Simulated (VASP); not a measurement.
**YSb: single point with LDA**

Crystal: YSb.

```
Y Sb
1.0
     0.00000    3.12058    3.12058
     3.12058    0.00000    3.12058
     3.12058    3.12058    0.00000
Y Sb
1 1
Direct
  0.50000 0.50000 0.50000
  0.00000 0.00000 0.00000
```

```yaml
Program: VASP 6.6.1
Task: single point
Functional: LDA
Potentials_or_basis: VASP PAW LDA potentials, release 64 (Y_sv, Sb)
Cutoff: 500 eV
k_mesh: 7 × 7 × 7
Occupations: gaussian, width 0.05 eV
Spin: no spin polarisation
Dipole_correction: no
Further_INCAR_settings: ALGO = Normal; EDIFF = 1e-06; NBANDS = 15
```

```json
{
 "Pressure": "-5.0 GPa",
 "Band gap on the k mesh": "zero (bands 8 and 9 overlap by 1.07 eV)"
}
```

Levels at points of the mesh, in eV from the Fermi level:
```
           k point  band 5  band 6  band 7  band 8  band 9  band 10  band 11  band 12
(0.00, 0.00, 0.00)   -9.66    0.81    0.81    0.81    1.15     1.15     1.15     1.75
```

It took 46 s on 1 thread of Intel Xeon 8259CL, on a shared host, peak memory 0.17 GiB.

Caveat: the cell stands under tension; spin-orbit coupling is left out, which moves the levels of the heavy elements.
